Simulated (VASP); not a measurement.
Runs of VASP 6.6.1 on La2O3. The structure is that of space group P6/mmm (No. 191), or close to it. The cells are those of the table. 

| task | level | potentials or basis | cell | cutoff (eV) | gap on the mesh (eV) | pressure (GPa) | largest force (eV/Å) |
| --- | --- | --- | --- | --- | --- | --- | --- |
| single point | PBE | VASP PAW PBE potentials, release 64 (La, O) | a = 6.412, b = 6.412, c = 3.312 Å, angles 90.0, 90.0, 120.0°, 5 atoms | 520 | 1.73 | -2.0 | 0.04 |
| single point | LDA | VASP PAW LDA potentials, release 64 (La, O) | a = 6.284, b = 6.284, c = 3.245 Å, angles 90.0, 90.0, 120.0°, 5 atoms | 520 | 1.28 | -1.5 | 0.04 |
| single point | LDA | VASP PAW LDA potentials, release 64 (La, O) | a = 6.412, b = 6.412, c = 3.312 Å, angles 90.0, 90.0, 120.0°, 5 atoms | 520 | 1.58 | -6.8 | (d) |
| single point | LDA | VASP PAW LDA potentials, release 64 (La, O) | a = 6.240, b = 6.240, c = 3.223 Å, angles 90.0, 90.0, 120.0°, 5 atoms | 520 | 1.16 | 0.7 | 0.03 |
| single point | LDA | VASP PAW LDA potentials, release 64 (La, O) | a = 6.370, b = 6.370, c = 3.290 Å, angles 90.0, 90.0, 120.0°, 5 atoms | 520 | (b) | -5.2 | 0.05 |
| relaxation of cell and atoms | r2SCAN | VASP PAW PBE potentials, release 64 (La, O) | relaxed from a = 6.370, b = 6.370, c = 3.290 Å, angles 90.0, 90.0, 120.0°, 5 atoms | 600 | 1.93 | 0.0 | 0.01 |
| single point | PBE | VASP PAW PBE potentials, release 64 (La, O) | a = 6.454, b = 6.454, c = 3.333 Å, angles 90.0, 90.0, 120.0°, 5 atoms | 520 | 1.81 | -3.6 | 0.05 |
| single point | PBEsol | VASP PAW PBE potentials, release 64 (La, O) | a = 6.240, b = 6.240, c = 3.223 Å, angles 90.0, 90.0, 120.0°, 5 atoms | 520 | (c) | (a) | 0.03 |

Alike in all rows: no spin polarisation; k mesh 5 × 5 × 8; smearing fermi-dirac 0.05 eV.

Question: Fill in the values left out.

Answer: (a) 2.9; (b) 1.49; (c) 1.24; (d) 0.06.

Caveats: spin-orbit coupling is left out, which moves the levels of the heavy elements; the PAW data sets were made with another functional, which shifts forces and pressure a little (some runs).

A k mesh can miss the band edges, and the runs leave out spin-orbit coupling on La.
